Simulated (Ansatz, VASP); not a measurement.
# One calculation of HfO2, two programs

```
CELL_PARAMETERS angstrom
0.00000 2.26021 2.26021
2.26021 0.00000 2.26021
2.26021 2.26021 0.00000
ATOMIC_POSITIONS crystal
Hf 0.00000 0.00000 0.00000
O 0.25000 0.25000 0.25000
O 0.75000 0.75000 0.75000
```

Change from the starting cell: volume scaled by 0.72, PAW files.

Alike in both runs: task single point; functional PBEsol; k mesh 11 × 11 × 11; occupations fermi-dirac, width 0.1 eV; no spin polarisation.

|  | VASP | Ansatz |
| --- | --- | --- |
| version | VASP 6.6.1 | Ansatz 0.2.0 |
| potentials or method | VASP PAW PBE potentials, release 64 (Hf_pv, O) | PAW with Ansatz's default frozen-core files, scalar-relativistic |
| plane-wave cutoff (eV) | 520 | 420 |
| valence electrons in the cell | 22 | 38 |

|  | VASP | Ansatz | Ansatz less VASP |
| --- | --- | --- | --- |
| gap on the k mesh at the Fermi level (eV) | 4.40 | 4.21 | -0.187 |
| pressure (GPa) | 166.9 | 172.7 | +5.78 |

VASP's potentials were made for PBE, not for PBEsol. Both programs put the cell under a high pressure, so it lies far from rest at this level. VASP's potentials hold 22 valence electrons a cell and Ansatz's 38, so a difference there can come from the potentials and not from the codes.

Neither program's run includes spin-orbit coupling. Noted on VASP's run: the cell as given lies far from equilibrium.
